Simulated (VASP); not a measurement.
# Te2Mo (P6_3/mmc) in VASP: a series of runs

Runs on Te2Mo. Level: PBE+D3(BJ). Tasks: single point, relaxation of shape and atoms at fixed volume.

Program: VASP 6.6.1. These are calculated values, not measurements. Logs are shortened: lines on timing, memory, paths and dates and some standing lists are left out, and cuts for length are marked.

## (1) The cell of the first run

The structure is hexagonal, space group P6_3/mmc (No. 194). Conventional cell: a = 3.545 Å, b = 3.545 Å, c = 14.658 Å, α = 90.00°, β = 90.00°, γ = 120.00°. Te (site symmetry 3m) has 3 Mo at 2.73 Å and 7 Te at 3.55 to 3.62 Å within 3.7 Å. Within 3.6 Å of Mo (site symmetry -6m2) lie 6 Te at 2.73 Å and 6 Mo at 3.55 Å.

## (2) Single point, PBE+D3(BJ) (26.59 Å³/atom)

Input file INCAR:

```
SYSTEM = Te2Mo
PREC     = Accurate       ! precision mode
ENCUT    = 520            ! plane-wave cutoff, eV
EDIFF    = 1E-6           ! SCF threshold, eV
ISMEAR   = 0              ! smearing method
SIGMA    = 0.02           ! smearing width, eV
LREAL    = .False.        ! projectors in reciprocal space
LASPH    = .True.         ! aspherical terms in the spheres
NELM     = 80             ! most SCF steps
ALGO     = Normal         ! electronic algorithm
ISIF     = 2              ! what is computed and relaxed
LWAVE    = .False.        ! write WAVECAR
LCHARG   = .True.         ! write CHGCAR
GGA      = PE             ! functional
IVDW     = 12             ! dispersion correction
LELF     = .True.         ! ELF
LVHAR    = .True.       
NBANDS   = 35             ! bands
```

Input file KPOINTS:

```
regular mesh
0
Gamma
  12 12 2
  0 0 0
```

Input file POSCAR:

```
Te2Mo
1.0
    3.5453555638      0.0000000000      0.0000000000
   -1.7726777819      3.0703679836      0.0000000000
    0.0000000000      0.0000000000     14.6576026606
Te Mo
4 2
Direct
    0.3333333333      0.6666666667      0.6265291239
    0.6666666667      0.3333333333      0.1265291239
    0.3333333333      0.6666666667      0.8734708761
    0.6666666667      0.3333333333      0.3734708761
    0.3333333333      0.6666666667      0.2500000000
    0.6666666667      0.3333333333      0.7500000000
```

Potentials or basis: VASP PAW PBE potentials, release 64 (Te, Mo_sv).

Run with:

```sh
$ cat potpaw_PBE.64/Te/POTCAR potpaw_PBE.64/Mo_sv/POTCAR > POTCAR
$ mpirun -np 1 vasp_std > vasp.out
```

OUTCAR:

```text
SYSTEM = Te2Mo
   PREC = Accurate
   ENCUT = 520
   EDIFF = 1E-6
   ISMEAR = 0
   LREAL = .False.
   LASPH = .True.
   NELM = 80
   ISIF = 2
   GGA = PE
   IVDW = 12
 IVDW          = 12

 ion  position               nearest neighbor table
   1  0.333  0.667  0.627-   6 2.73   6 2.73   6 2.73   3 3.62
   2  0.667  0.333  0.127-   5 2.73   5 2.73   5 2.73   4 3.62
   3  0.333  0.667  0.873-   6 2.73   6 2.73   6 2.73   1 3.62
   4  0.667  0.333  0.373-   5 2.73   5 2.73   5 2.73   2 3.62
   5  0.333  0.667  0.250-   2 2.73   4 2.73   2 2.73   4 2.73   2 2.73   4 2.73
   6  0.667  0.333  0.750-   1 2.73   3 2.73   1 2.73   3 2.73   1 2.73   3 2.73

  LATTYP: Found a hexagonal cell.
 ALAT       =     3.5453555638
 C/A-ratio  =     4.1343110435

  Lattice vectors:

 A1 = (   3.5453555638,   0.0000000000,   0.0000000000)
 A2 = (  -1.7726777819,   3.0703679836,   0.0000000000)
 A3 = (   0.0000000000,   0.0000000000,  14.6576026606)

Analysis of symmetry for initial positions (statically):
=====================================================================
 Subroutine PRICEL returns:
 Original cell was already a primitive cell.

 Routine SETGRP: Setting up the symmetry group for a
 hexagonal supercell.

 Subroutine GETGRP returns: Found 24 space group operations
 (whereof 12 operations were pure point group operations)
 out of a pool of 24 trial point group operations.

The static configuration has the point symmetry D_3d.
 The point group associated with its full space group is D_6h.

Analysis of symmetry for dynamics (positions and initial velocities):
=====================================================================
 Subroutine PRICEL returns:
 Original cell was already a primitive cell.

 Routine SETGRP: Setting up the symmetry group for a
 hexagonal supercell.

 Subroutine GETGRP returns: Found 24 space group operations
 (whereof 12 operations were pure point group operations)
 out of a pool of 24 trial point group operations.

The dynamic configuration has the point symmetry D_3d.
 The point group associated with its full space group is D_6h.

 Subroutine INISYM returns: Found 24 space group operations
 (whereof 12 operations are pure point group operations),
 and found     1 'primitive' translations

----------------------------------------------------------------------------------------

                                     Primitive cell

  volume of cell :     159.5560

  direct lattice vectors                    reciprocal lattice vectors
     3.545355564  0.000000000  0.000000000     0.282059157  0.162846930  0.000000000
    -1.772677782  3.070367984  0.000000000     0.000000000  0.325693860  0.000000000
     0.000000000  0.000000000 14.657602661     0.000000000  0.000000000  0.068223981

  length of vectors
     3.545355564  3.545355564 14.657602661     0.325693860  0.325693860  0.068223981

  position of ions in fractional coordinates (direct lattice)
     0.333333333  0.666666667  0.626529124
     0.666666667  0.333333333  0.126529124
     0.333333333  0.666666667  0.873470876
     0.666666667  0.333333333  0.373470876
     0.333333333  0.666666667  0.250000000
     0.666666667  0.333333333  0.750000000

  ion indices of the primitive-cell ions
   primitive index   ion index
                 1           1
                 2           2
                 3           3
                 4           4
                 5           5
                 6           6

----------------------------------------------------------------------------------------

 KPOINTS: regular mesh

Automatic generation of k-mesh.
 Grid dimensions read from file:
 generate k-points for:   12   12    2

 Generating k-lattice:

  Cartesian coordinates                     Fractional coordinates (reciprocal lattice)
     0.023504930  0.013570577  0.000000000     0.083333333  0.000000000  0.000000000
     0.000000000  0.027141155  0.000000000     0.000000000  0.083333333  0.000000000
     0.000000000  0.000000000  0.034111990     0.000000000  0.000000000  0.500000000

  Length of vectors
     0.027141155  0.027141155  0.034111990

  Shift w.r.t. Gamma in fractional coordinates (k-lattice)
     0.000000000  0.000000000  0.000000000

 Subroutine IBZKPT returns following result:
 ===========================================

 Found     38 irreducible k-points:

 Following reciprocal coordinates:
            Coordinates               Weight
  0.000000  0.000000  0.000000      1.000000
  0.083333  0.000000  0.000000      6.000000
  0.166667  0.000000  0.000000      6.000000
  0.250000  0.000000  0.000000      6.000000
  0.333333  0.000000  0.000000      6.000000
  0.416667 -0.000000  0.000000      6.000000
[... 16 lines left out ...]
  0.250000  0.000000  0.500000      6.000000
  0.333333  0.000000  0.500000      6.000000
 [... further k-points ...]
   k-points           NKPTS =     38   k-points in BZ     NKDIM =     38   number of bands    NBANDS=     35
   number of dos      NEDOS =    301   number of ions     NIONS =      6
   total plane-waves  NPLWV =  87808
   dimension x,y,z NGX =    28 NGY =   28 NGZ =  112
   dimension x,y,z NGXF=    56 NGYF=   56 NGZF=  224
   ions per type =               4   2
   NGX,Y,Z   is equivalent  to a cutoff of  13.13, 13.13, 12.70 a.u.
   NGXF,Y,Z  is equivalent  to a cutoff of  26.26, 26.26, 25.41 a.u.
 SYSTEM =  Te2Mo
   PREC   = accura    normal or accurate (medium, high low for compatibility)
   ISTART =      0    job   : 0-new  1-cont  2-samecut
   ICHARG =      2    charge: 1-file 2-atom 10-const
   ISPIN  =      1    spin polarized calculation?
   LNONCOLLINEAR =      F non collinear calculations
   LSORBIT =      F    spin-orbit coupling
   LASPH  =      T    aspherical Exc in radial PAW
   ENCUT  =  520.0 eV  38.22 Ry    6.18 a.u.   6.59  6.59 27.25*2*pi/ulx,y,z
   NELM   =     80;   NELMIN=  2; NELMDL= -5     # of ELM steps
   EDIFF  = 0.1E-05   stopping-criterion for ELM
   LREAL  =      F    real-space projection
   EDIFFG = 0.1E-04   stopping-criterion for IOM
   NSW    =      0    number of steps for IOM
   IBRION =     -1    ionic relax: 0-MD 1-quasi-New 2-CG
   NFREE  =      0    steps in history (QN), initial steepest desc. (CG)
   ISIF   =      2    stress and relaxation
   ISYM   =      2    0-nonsym 1-usesym 2-fastsym
   POTIM  = 0.5000    time-step for ionic-motion
   TEBEG  =    0.0;   TEEND  =   0.0 temperature during run
   PSTRESS=    0.0 pullay stress
   NELECT =      52.0000    total number of electrons
   NUPDOWN=      -1.0000    fix difference up-down
   EMIN   =  10.00;   EMAX   =-10.00  energy-range for DOS
   EFERMI =   0.00;   METHOD = LEGACY
   ISMEAR =     0;   SIGMA  =   0.02  broadening in eV -4-tet -1-fermi 0-gaus
   EFERMI_NEDOS =   21; number of points for ismear=-14 and -15
   IALGO  =     38    algorithm
   IMIX   =      4    mixing-type and parameters
     AMIX     =   0.40;   BMIX     =  1.00
     AMIX_MAG =   1.60;   BMIX_MAG =  1.00
  volume/ion in A,a.u.               =      26.59       179.46
  Fermi-wavevector in a.u.,A,eV,Ry     =   1.126605  2.128974 17.269033  1.269238
  Thomas-Fermi vector in A             =   2.263287
   LORBIT       =      0    0 simple, 1 ext, 2 COOP (PROOUT), +10 PAW based schemes
   GGA     = PE    functional components
   LHFCALC =     F    Hartree Fock is set to
   AEXX    =    0.0000 exact exchange contribution
   IVDW    =    12    specifies the selected vdW correction
   LEPSILON=     F    determine dielectric tensor
   LRPA    =     F    only Hartree local field effects (RPA)
 non-spin polarized calculation
 Gauss-broadening in eV      SIGMA  =   0.02
  energy-cutoff  :      520.00
  volume of cell :      159.56
 maximum number of plane-waves:      4387
 NGX is ok and might be reduce to    28
   NGX = 13   NGY = 13   NGZ = 55

 number of electron      52.0000003 magnetization

 Free energy of the ion-electron system (eV)
  ---------------------------------------------------
  ext. energy  EPLUGINS =         0.00000000
  ---------------------------------------------------
  free energy    TOTEN  =       -36.06512326 eV

  energy without entropy =      -36.06512326  energy(sigma->0) =      -36.06512326

 E-fermi :   7.3553     XC(G=0): -10.0640

 val. band max:        7.2608870680   @ k =   0.3333   0.3333   0.0000
 cond. band min:       8.1839870059   @ k =   0.2500   0.1667   0.0000
 fundamental gap:      0.9230999379
 Fermi energy:         7.3552970429

 k-point     1 :       0.0000    0.0000    0.0000
  band No.  band energies     occupation
      1     -53.4845      2.00000
      2     -53.4845      2.00000
      3     -27.6356      2.00000
      4     -27.6356      2.00000
      5     -27.5259      2.00000
      6     -27.5259      2.00000
[... 27 lines left out ...]
     34      10.6027      0.00000
     35      12.6815      0.00000

 k-point     2 :       0.0833    0.0000    0.0000
  band No.  band energies     occupation
      1     -53.4839      2.00000
      2     -53.4839      2.00000
      3     -27.6339      2.00000
      4     -27.6339      2.00000
      5     -27.5339      2.00000
      6     -27.5339      2.00000
[... 27 lines left out ...]
     34      10.4103      0.00000
     35      13.0683      0.00000

 k-point     3 :       0.1667    0.0000    0.0000
  band No.  band energies     occupation
      1     -53.4824      2.00000
      2     -53.4823      2.00000
      3     -27.6291      2.00000
      4     -27.6291      2.00000
      5     -27.5557      2.00000
      6     -27.5557      2.00000
[... 27 lines left out ...]
     34      10.6104      0.00000
     35      13.3422      0.00000

 k-point     4 :       0.2500    0.0000    0.0000
  band No.  band energies     occupation
      1     -53.4802      2.00000
      2     -53.4802      2.00000
      3     -27.6226      2.00000
      4     -27.6226      2.00000
      5     -27.5853      2.00000
      6     -27.5853      2.00000
[... 27 lines left out ...]
     34      10.8108      0.00000
     35      13.3453      0.00000

 k-point     5 :       0.3333    0.0000    0.0000
  band No.  band energies     occupation
      1     -53.4780      2.00000
      2     -53.4780      2.00000
      3     -27.6161      2.00000
      4     -27.6161      2.00000
      5     -27.6148      2.00000
      6     -27.6148      2.00000
[... 638 lines left out ...]
 k-point    22 :       0.1667    0.0000    0.5000
  band No.  band energies     occupation
      1     -53.4824      2.00000
      2     -53.4824      2.00000
      3     -27.6291      2.00000
      4     -27.6291      2.00000
      5     -27.5557      2.00000
      6     -27.5557      2.00000
[... 27 lines left out ...]
     34      10.5295      0.00000
     35      13.9158      0.00000

 k-point    23 :       0.2500    0.0000    0.5000
  band No.  band energies     occupation
      1     -53.4802      2.00000
      2     -53.4802      2.00000
      3     -27.6226      2.00000
      4     -27.6226      2.00000
      5     -27.5853      2.00000
      6     -27.5853      2.00000
[... 27 lines left out ...]
     34      10.6864      0.00000
     35      13.5022      0.00000

 k-point    24 :       0.3333    0.0000    0.5000
  band No.  band energies     occupation
      1     -53.4780      2.00000
      2     -53.4780      2.00000
      3     -27.6161      2.00000
      4     -27.6161      2.00000
      5     -27.6148      2.00000
      6     -27.6148      2.00000
[... 27 lines left out ...]
     34      10.7821      0.00000
     35      12.6114      0.00000

 [... further k-points ...]

------------------------ aborting loop because EDIFF is reached ----------------------------------------

 Edisp (eV)   -3.02622

 E8    (eV) :    -1.3972

  FORCE on cell =-STRESS in cart. coord.  units (eV):
  Direction    XX          YY          ZZ          XY          YZ          ZX
  --------------------------------------------------------------------------------------
  -------------------------------------------------------------------------------------
  Total      -2.45390    -2.45390    -2.36515    -0.00000     0.00000     0.00000
  in kB     -24.64080   -24.64080   -23.74955    -0.00000     0.00000     0.00000
  external pressure =      -24.34 kB  Pullay stress =        0.00 kB

 VOLUME and BASIS-vectors are now :
 -----------------------------------------------------------------------------
  energy-cutoff  :      520.00
  volume of cell :      159.56
      direct lattice vectors                 reciprocal lattice vectors
     3.545355564  0.000000000  0.000000000     0.282059157  0.162846930  0.000000000
    -1.772677782  3.070367984  0.000000000     0.000000000  0.325693860  0.000000000
     0.000000000  0.000000000 14.657602661     0.000000000  0.000000000  0.068223981

 POSITION                                       TOTAL-FORCE (eV/Angst)
 -----------------------------------------------------------------------------------
     -0.00000      2.04691      9.18341         0.000000     -0.000000     -0.013385
      1.77268      1.02346      1.85461         0.000000      0.000000     -0.013385
     -0.00000      2.04691     12.80299         0.000000     -0.000000      0.013385
      1.77268      1.02346      5.47419         0.000000     -0.000000      0.013385
     -0.00000      2.04691      3.66440        -0.000000     -0.000000      0.000000
      1.77268      1.02346     10.99320        -0.000000      0.000000      0.000000
 -----------------------------------------------------------------------------------
    total drift:                                0.000000     -0.000000      0.000000

  FREE ENERGIE OF THE ION-ELECTRON SYSTEM (eV)
  ---------------------------------------------------
  free  energy   TOTEN  =       -39.0913438518 eV

  energy  without entropy=      -39.0913438518  energy(sigma->0) =      -39.09134385
```

It took 6.5 min on 1 thread of Intel Xeon 8259CL, shared host; peak memory 0.4 GiB.

Results:

* Free energy: -39.0913 eV
* Pressure: -2.4 GPa
* Largest force: 0.013 eV/Å
* Band gap on the k mesh: 0.92 eV (least direct gap 1.03 eV)
* Dispersion energy per atom: -0.504 eV

Forces in eV/Å, atoms in the order of the input:
```
Te   0.000  0.000 -0.013
Te   0.000  0.000 -0.013
Te   0.000  0.000  0.013
Te   0.000  0.000  0.013
Mo   0.000  0.000  0.000
Mo   0.000  0.000  0.000
```

Levels at points of the mesh, in eV from the valence-band top:
| k point | band 22 | band 23 | band 24 | band 25 | band 26 | band 27 | band 28 | band 29 | band 30 | band 31 |
| --- | --- | --- | --- | --- | --- | --- | --- | --- | --- | --- |
| (0.00, 0.00, 0.00) | -0.92 | -0.92 | -0.86 | -0.64 | -0.05 | 2.96 | 2.96 | 3.03 | 3.03 | 3.20 |
| (0.50, 0.00, 0.00) | -1.69 | -0.84 | -0.82 | -0.45 | -0.29 | 1.33 | 1.37 | 1.56 | 1.79 | 2.73 |
| (0.00, 0.00, 0.50) | -0.93 | -0.93 | -0.93 | -0.18 | -0.18 | 2.99 | 2.99 | 2.99 | 2.99 | 3.28 |
| (0.50, 0.00, 0.50) | -1.74 | -0.82 | -0.82 | -0.37 | -0.37 | 1.35 | 1.35 | 1.68 | 1.68 | 3.09 |

Caveat: spin-orbit coupling is left out, which moves the levels of the heavy elements. A k mesh can miss the band edges.

(Part 1 of 2 ends here.)
